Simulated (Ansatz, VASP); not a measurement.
ScGa3: VASP beside Ansatz

The input INCAR:

```
SYSTEM = ScGa3
PREC = Accurate ; ENCUT = 520
EDIFF = 1E-6 ; ISMEAR = -1
SIGMA = 0.05 ; LREAL = .FALSE.
LASPH = .TRUE. ; NELM = 100
ALGO = Normal ; ISIF = 2
LWAVE = .FALSE. ; LCHARG = .FALSE.
NBANDS = 33
```

The input KPOINTS:

```
regular mesh
0
G
  9 9 9
  0 0 0
```

The input POSCAR:

```
ScGa3
1.0
    4.0114051152      0.0000000000      0.0000000000
    0.0000000000      4.0114051152      0.0000000000
    0.0000000000      0.0000000000      4.0114051152
Sc Ga
1 3
Direct
    0.0000000000      0.0000000000      0.0000000000
    0.0000000000      0.5000000000      0.5000000000
    0.5000000000      0.0000000000      0.5000000000
    0.5000000000      0.5000000000      0.0000000000
```

Input for Ansatz:

```yaml
crystal:
  lattice:
    - [4.0114051152, 0.0, 0.0]
    - [0.0, 4.0114051152, 0.0]
    - [0.0, 0.0, 4.0114051152]
  atoms:
    - { symbol: Sc, position: [0.0, 0.0, 0.0] }
    - { symbol: Ga, position: [0.0, 0.5, 0.5] }
    - { symbol: Ga, position: [0.5, 0.0, 0.5] }
    - { symbol: Ga, position: [0.5, 0.5, 0.0] }
kpoints:
  mp_grid: { grid: [9, 9, 9] }
  band_path:
    path:
      - [0.0, 0.0, 0.0]
      - [0.0, 0.5, 0.0]
      - [0.5, 0.5, 0.0]
      - [0.0, 0.0, 0.0]
      - [0.5, 0.5, 0.5]
      - [0.0, 0.5, 0.0]
      - [0.5, 0.5, 0.5]
      - [0.5, 0.5, 0.0]
    npoints: 5
scf:
  occupations: { method: fermi_dirac, width: 0.05 }
hamiltonian:
  xc: lda
  pseudopotentials: { kind: all_electron, lapw: { basis_error: 0.001 } }
output:
  forces: true
  stress: true
  eigenvalues: true
```

Change from the starting cell: volume scaled by 0.94.

Alike in both runs: task single point; functional LDA; k mesh 9 × 9 × 9; occupations fermi-dirac, width 0.05 eV; no spin polarisation.

```csv
,VASP,Ansatz
version,VASP 6.6.1,Ansatz 0.2.0
potentials or method,"VASP PAW LDA potentials, release 64 (Sc_sv, Ga_d), cutoff 520 eV","all-electron LAPW, scalar-relativistic"
```

```tsv
	VASP	Ansatz	Ansatz less VASP
pressure (GPa)	-0.4	-0.7	-0.32
```

LDA's correlation is that of Perdew and Zunger in VASP and of Perdew and Wang (1992) in Ansatz. Ansatz ran all-electron here, and VASP with PAW potentials.
